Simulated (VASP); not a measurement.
# Ca in VASP: further runs

Ca is run at these levels: PBEsol; tasks: single point.

Everything below comes from runs of VASP 6.6.1. Logs are shortened: lines on timing, memory, paths and dates and some standing lists are left out, and cuts for length are marked.

### Step 1. The cell of the first run

The structure is tetragonal, space group I4/mmm (No. 139). Conventional cell: a = 4.436 Å, b = 4.436 Å, c = 4.484 Å, α = 90.00°, β = 90.00°, γ = 90.00°. Within 5.1 Å of Ca (site symmetry 4/mmm) lie 14 Ca at 3.86 to 4.48 Å.

### Step 2. Single point, PBEsol (strained)

The input, INCAR:

```
ALGO = Normal ; EDIFF = 1E-6
ENCUT = 520 ; GGA = PS
ISIF = 2 ; ISMEAR = 0
LASPH = T ; LCHARG = F
LREAL = F ; LWAVE = F
NBANDS = 11 ; NELM = 80
PREC = Accurate ; SIGMA = 0.1
```

The input, KPOINTS:

```
k-points
0
Gamma
  12 12 12
```

The input, POSCAR:

```
Ca
1.0
   -2.2180612482      2.2180612482      2.2418598815
    2.2180612482     -2.2180612482      2.2418598815
    2.2180612482      2.2180612482     -2.2418598815
Ca
1
Direct
    0.5000000000      0.5000000000      0.0000000000
```

Potentials or basis: VASP PAW PBE potentials, release 64 (Ca_sv).

On the command line:

```bash
$ cat potpaw_PBE.64/Ca_sv/POTCAR > POTCAR
$ mpirun -np 1 vasp_std > vasp.out
```

OUTCAR:

```text
EDIFF = 1E-6
   ENCUT = 520
   GGA = PS
   ISIF = 2
   ISMEAR = 0
   LASPH = T
   LREAL = F
   NELM = 80
   PREC = Accurate

 ion  position               nearest neighbor table
   1  0.500  0.500  0.000-

  LATTYP: Found a body centered tetragonal cell.
 ALAT       =     4.4361224964
 C/A-ratio  =     1.0107294753

  Lattice vectors:

 A1 = (  -2.2180612482,   2.2180612482,   2.2418598815)
 A2 = (   2.2180612482,  -2.2180612482,   2.2418598815)
 A3 = (   2.2180612482,   2.2180612482,  -2.2418598815)

Analysis of symmetry for initial positions (statically):
=====================================================================
 Subroutine PRICEL returns:
 Original cell was already a primitive cell.

 Routine SETGRP: Setting up the symmetry group for a
 body centered tetragonal supercell.

 Subroutine GETGRP returns: Found 16 space group operations
 (whereof 16 operations were pure point group operations)
 out of a pool of 16 trial point group operations.

The static configuration has the point symmetry D_4h.

Analysis of symmetry for dynamics (positions and initial velocities):
=====================================================================
 Subroutine PRICEL returns:
 Original cell was already a primitive cell.

 Routine SETGRP: Setting up the symmetry group for a
 body centered tetragonal supercell.

 Subroutine GETGRP returns: Found 16 space group operations
 (whereof 16 operations were pure point group operations)
 out of a pool of 16 trial point group operations.

The dynamic configuration has the point symmetry D_4h.

 Subroutine INISYM returns: Found 16 space group operations
 (whereof 16 operations are pure point group operations),
 and found     1 'primitive' translations

----------------------------------------------------------------------------------------

                                     Primitive cell

  volume of cell :      44.1180

  direct lattice vectors                    reciprocal lattice vectors
    -2.218061248  2.218061248  2.241859881     0.000000000  0.225422089  0.223029104
     2.218061248 -2.218061248  2.241859881     0.225422089  0.000000000  0.223029104
     2.218061248  2.218061248 -2.241859881     0.225422089  0.225422089  0.000000000

  length of vectors
     3.855583890  3.855583890  3.855583890     0.317107394  0.317107394  0.318794975

  position of ions in fractional coordinates (direct lattice)
     0.500000000  0.500000000  0.000000000

  ion indices of the primitive-cell ions
   primitive index   ion index
                 1           1

----------------------------------------------------------------------------------------

 KPOINTS: k-points

Automatic generation of k-mesh.
 Grid dimensions read from file:
 generate k-points for:   12   12   12

 Generating k-lattice:

  Cartesian coordinates                     Fractional coordinates (reciprocal lattice)
     0.000000000  0.018785174  0.018585759     0.083333333  0.000000000 -0.000000000
     0.018785174  0.000000000  0.018585759     0.000000000  0.083333333 -0.000000000
     0.018785174  0.018785174  0.000000000     0.000000000  0.000000000  0.083333333

  Length of vectors
     0.026425616  0.026425616  0.026566248

  Shift w.r.t. Gamma in fractional coordinates (k-lattice)
     0.000000000  0.000000000  0.000000000

 Subroutine IBZKPT returns following result:
 ===========================================

 Found    163 irreducible k-points:

 Following reciprocal coordinates:
            Coordinates               Weight
  0.000000  0.000000  0.000000      1.000000
  0.083333 -0.000000  0.000000      8.000000
  0.166667  0.000000  0.000000      8.000000
  0.250000  0.000000 -0.000000      8.000000
  0.333333 -0.000000  0.000000      8.000000
  0.416667  0.000000  0.000000      8.000000
[... 16 lines left out ...]
  0.500000  0.166667  0.000000     16.000000
 -0.416667  0.166667  0.000000     16.000000
 [... further k-points ...]
   k-points           NKPTS =    163   k-points in BZ     NKDIM =    163   number of bands    NBANDS=     11
   number of dos      NEDOS =    301   number of ions     NIONS =      1
   total plane-waves  NPLWV =  27000
   dimension x,y,z NGX =    30 NGY =   30 NGZ =   30
   dimension x,y,z NGXF=    60 NGYF=   60 NGZF=   60
   ions per type =               1
   NGX,Y,Z   is equivalent  to a cutoff of  12.94, 12.94, 12.94 a.u.
   NGXF,Y,Z  is equivalent  to a cutoff of  25.87, 25.87, 25.87 a.u.
 SYSTEM =  unknown system
   PREC   = accura    normal or accurate (medium, high low for compatibility)
   ISTART =      0    job   : 0-new  1-cont  2-samecut
   ICHARG =      2    charge: 1-file 2-atom 10-const
   ISPIN  =      1    spin polarized calculation?
   LNONCOLLINEAR =      F non collinear calculations
   LSORBIT =      F    spin-orbit coupling
   LASPH  =      T    aspherical Exc in radial PAW
   ENCUT  =  520.0 eV  38.22 Ry    6.18 a.u.   7.17  7.17  7.17*2*pi/ulx,y,z
   NELM   =     80;   NELMIN=  2; NELMDL= -5     # of ELM steps
   EDIFF  = 0.1E-05   stopping-criterion for ELM
   LREAL  =      F    real-space projection
   EDIFFG = 0.1E-04   stopping-criterion for IOM
   NSW    =      0    number of steps for IOM
   IBRION =     -1    ionic relax: 0-MD 1-quasi-New 2-CG
   NFREE  =      0    steps in history (QN), initial steepest desc. (CG)
   ISIF   =      2    stress and relaxation
   ISYM   =      2    0-nonsym 1-usesym 2-fastsym
   POTIM  = 0.5000    time-step for ionic-motion
   TEBEG  =    0.0;   TEEND  =   0.0 temperature during run
   PSTRESS=    0.0 pullay stress
   NELECT =      10.0000    total number of electrons
   NUPDOWN=      -1.0000    fix difference up-down
   EMIN   =  10.00;   EMAX   =-10.00  energy-range for DOS
   EFERMI =   0.00;   METHOD = LEGACY
   ISMEAR =     0;   SIGMA  =   0.10  broadening in eV -4-tet -1-fermi 0-gaus
   EFERMI_NEDOS =   21; number of points for ismear=-14 and -15
   IALGO  =     38    algorithm
   IMIX   =      4    mixing-type and parameters
     AMIX     =   0.40;   BMIX     =  1.00
     AMIX_MAG =   1.60;   BMIX_MAG =  1.00
  volume/ion in A,a.u.               =      44.12       297.72
  Fermi-wavevector in a.u.,A,eV,Ry     =   0.998166  1.886261 13.555979  0.996336
  Thomas-Fermi vector in A             =   2.130372
   LORBIT       =      0    0 simple, 1 ext, 2 COOP (PROOUT), +10 PAW based schemes
   GGA     = PS    functional components
   LHFCALC =     F    Hartree Fock is set to
   AEXX    =    0.0000 exact exchange contribution
   IVDW    =     0    specifies the selected vdW correction
   LEPSILON=     F    determine dielectric tensor
   LRPA    =     F    only Hartree local field effects (RPA)
 non-spin polarized calculation
 Gauss-broadening in eV      SIGMA  =   0.10
  energy-cutoff  :      520.00
  volume of cell :       44.12
 maximum number of plane-waves:      1212
 NGX is ok and might be reduce to    30
   NGX = 15   NGY = 15   NGZ = 15

 number of electron      10.0000002 magnetization

 Free energy of the ion-electron system (eV)
  ---------------------------------------------------
  ext. energy  EPLUGINS =         0.00000000
  ---------------------------------------------------
  free energy    TOTEN  =        -2.10522826 eV

  energy without entropy =       -2.09605749  energy(sigma->0) =       -2.10064288

 E-fermi :   1.7798     XC(G=0):  -7.6707

 val. band max:        1.7781218236   @ k =  -0.4167   0.5000   0.3333
 cond. band min:       1.7888308147   @ k =  -0.3333   0.5000   0.3333
 fundamental gap:      0.0107089911
 Fermi energy:         1.7798328105

 k-point     1 :       0.0000    0.0000    0.0000
  band No.  band energies     occupation
      1     -40.2292      2.00000
      2     -21.2246      2.00000
      3     -21.2246      2.00000
      4     -21.2230      2.00000
      5      -2.2286      2.00000
      6       3.9690      0.00000
      7       3.9690      0.00000
      8       4.0146      0.00000
      9       4.9740      0.00000
     10       5.0315      0.00000
     11      11.6964      0.00000

 k-point     2 :       0.0833   -0.0000    0.0000
  band No.  band energies     occupation
      1     -40.2284      2.00000
      2     -21.2322      2.00000
      3     -21.2274      2.00000
      4     -21.2237      2.00000
      5      -2.1078      2.00000
      6       3.9165      0.00000
      7       3.9228      0.00000
      8       4.0845      0.00000
      9       4.8987      0.00000
     10       5.0226      0.00000
     11      11.5496      0.00000

 k-point     3 :       0.1667    0.0000    0.0000
  band No.  band energies     occupation
      1     -40.2261      2.00000
      2     -21.2546      2.00000
      3     -21.2349      2.00000
      4     -21.2236      2.00000
      5      -1.7532      2.00000
      6       3.7055      0.00000
      7       3.7316      0.00000
      8       4.3455      0.00000
      9       4.7902      0.00000
     10       5.0313      0.00000
     11      10.6414      0.00000

 k-point     4 :       0.2500    0.0000   -0.0000
  band No.  band energies     occupation
      1     -40.2230      2.00000
      2     -21.2850      2.00000
      3     -21.2451      2.00000
      4     -21.2235      2.00000
      5      -1.1895      2.00000
      6       3.2707      0.00000
      7       3.4989      0.00000
      8       4.7577      0.00000
      9       4.8072      0.00000
     10       5.0699      0.00000
     11       9.2549      0.00000

 k-point     5 :       0.3333   -0.0000    0.0000
  band No.  band energies     occupation
      1     -40.2200      2.00000
      2     -21.3152      2.00000
      3     -21.2553      2.00000
      4     -21.2233      2.00000
      5      -0.4638      2.00000
      6       2.7274      0.00000
      7       3.2867      0.00000
      8       4.8751      0.00000
      9       5.1405      0.00000
     10       5.2666      0.00000
     11       7.9879      0.00000
[... 211 lines left out ...]
 k-point    21 :       0.3333    0.1667    0.0000
  band No.  band energies     occupation
      1     -40.2169      2.00000
      2     -21.3295      2.00000
      3     -21.2716      2.00000
      4     -21.2329      2.00000
      5       0.6258      2.00000
      6       2.1905      0.00000
      7       2.9647      0.00000
      8       4.8464      0.00000
      9       5.2021      0.00000
     10       5.9635      0.00000
     11       6.9047      0.00000

 k-point    22 :       0.4167    0.1667    0.0000
  band No.  band energies     occupation
      1     -40.2162      2.00000
      2     -21.3345      2.00000
      3     -21.2757      2.00000
      4     -21.2332      2.00000
      5       1.2090      2.00000
      6       1.7354      1.47048
      7       2.9071      0.00000
      8       4.8303      0.00000
      9       5.2567      0.00000
     10       6.1883      0.00000
     11       6.5565      0.00000

 k-point    23 :       0.5000    0.1667    0.0000
  band No.  band energies     occupation
      1     -40.2169      2.00000
      2     -21.3299      2.00000
      3     -21.2713      2.00000
      4     -21.2332      2.00000
      5       0.6422      2.00000
      6       2.1784      0.00000
      7       2.9641      0.00000
      8       4.8343      0.00000
      9       5.2357      0.00000
     10       5.9521      0.00000
     11       6.8885      0.00000

 k-point    24 :      -0.4167    0.1667    0.0000
  band No.  band energies     occupation
      1     -40.2188      2.00000
      2     -21.3164      2.00000
      3     -21.2600      2.00000
      4     -21.2328      2.00000
      5      -0.1446      2.00000
      6       2.6883      0.00000
      7       3.1154      0.00000
      8       4.7743      0.00000
      9       5.2261      0.00000
     10       5.4764      0.00000
     11       7.7967      0.00000

 [... further k-points ...]

------------------------ aborting loop because EDIFF is reached ----------------------------------------

  FORCE on cell =-STRESS in cart. coord.  units (eV):
  Direction    XX          YY          ZZ          XY          YZ          ZX
  --------------------------------------------------------------------------------------
  -------------------------------------------------------------------------------------
  Total       -0.3593313     -0.3593313     -0.3537326      0.0000000      0.0000000      0.0000000
  in kB      -13.0493857    -13.0493857    -12.8460649      0.0000000      0.0000000      0.0000000
  external PRESSURE =     -12.9816121 kB  Pullay stress =       0.0000000 kB

 VOLUME and BASIS-vectors are now :
 -----------------------------------------------------------------------------
  energy-cutoff  :      520.00
  volume of cell :       44.12
      direct lattice vectors                 reciprocal lattice vectors
    -2.218061248  2.218061248  2.241859881     0.000000000  0.225422089  0.223029104
     2.218061248 -2.218061248  2.241859881     0.225422089  0.000000000  0.223029104
     2.218061248  2.218061248 -2.241859881     0.225422089  0.225422089  0.000000000

 POSITION                                       TOTAL-FORCE (eV/Angst)
 -----------------------------------------------------------------------------------
      0.00000      0.00000      2.24186        -0.000000     -0.000000     -0.000000
 -----------------------------------------------------------------------------------
    total drift:                                0.000000     -0.000000      0.000000

  FREE ENERGIE OF THE ION-ELECTRON SYSTEM (eV)
  ---------------------------------------------------
  free  energy   TOTEN  =        -2.1052282644 eV

  energy  without entropy=       -2.0960574918  energy(sigma->0) =       -2.10064288
```

Wall time 91 s (1 thread of Oxide Virtual Turin-like, shared host); peak memory 0.19 GiB.

Results:

| Quantity | Value |
| --- | --- |
| Free energy | -2.1052 eV |
| Pressure | -1.3 GPa |
| Band gap on the k mesh | zero (bands 5 and 6 overlap by 0.39 eV) |

Caveat: the cell differs from its parent crystal (strained); the PAW data sets were made with another functional, which shifts forces and pressure a little.

(Continued in part 2 of 3.)
